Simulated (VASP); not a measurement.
**Sc2BP3: single point with PBE**

Crystal: Sc2BP3.

```
CELL_PARAMETERS angstrom
3.92358 0.00000 0.00000
0.00000 3.29951 0.00000
-1.88986 0.00000 7.11658
ATOMIC_POSITIONS crystal
Sc 0.51699 0.50000 0.24754
Sc 0.98260 0.00000 0.74894
B 0.60848 0.00000 0.98710
P 0.38907 0.50000 0.61323
P 0.11751 0.00000 0.39606
P 0.88535 0.50000 0.00714
```

| Item | Value |
| --- | --- |
| Program | VASP 6.6.1 |
| Task | single point |
| Functional | PBE |
| Potentials or basis | VASP PAW PBE potentials, release 64 (Sc_sv, B, P) |
| Cutoff | 520 eV |
| k mesh | 4 × 6 × 4 |
| Occupations | gaussian, width 0.1 eV |
| Spin | no spin polarisation |
| Dipole correction | no |
| Further INCAR settings | ALGO = Normal; EDIFF = 1e-06; NBANDS = 29 |

| Item | Value |
| --- | --- |
| Pressure | 1.1 GPa |
| Largest force | 0.098 eV/Å |
| Band gap on the k mesh | zero (band 20 reaches 7.94 eV, above the bottom of band 21 at 6.73 eV) |

Forces in eV/Å, atoms in the order of the input:
```
Sc   0.013  0.000 -0.015
Sc   0.004  0.000  0.051
B    0.024  0.000  0.004
P   -0.075  0.000 -0.040
P    0.096  0.000  0.020
P   -0.061  0.000 -0.020
```

Stress tensor (GPa, compression positive):
```
 3.09  0.00 -0.63
 0.00  0.55  0.00
-0.63  0.00 -0.47
```

Levels at points of the mesh, in eV from the Fermi level:
```tsv
k point	band 18	band 19	band 20	band 21	band 22	band 23
(0.00, 0.00, 0.00)	-2.15	-1.54	-0.70	-0.34	1.67	1.93
(0.50, 0.00, 0.00)	-0.96	-0.62	0.87	0.92	1.25	1.51
(0.00, 0.50, 0.00)	-1.47	-1.37	-0.64	-0.09	0.52	1.15
(0.50, 0.50, 0.00)	-3.15	-2.73	-1.57	0.76	1.12	2.49
(0.00, 0.00, 0.50)	-1.77	-1.22	-0.87	0.73	1.80	1.90
(0.50, 0.00, 0.50)	-2.14	-0.31	0.32	0.75	1.54	1.65
(0.00, 0.50, 0.50)	-2.39	-2.36	-1.16	1.16	1.33	1.66
(0.50, 0.50, 0.50)	-2.83	-1.84	-0.59	0.27	0.44	2.33
```

It took 60 s on 1 thread of Intel(R) Xeon(R) 6975P-C (Granite Rapids) (shared host), peak memory 0.26 GiB.

Caveat: the k points lie up to 0.41 Å⁻¹ apart.
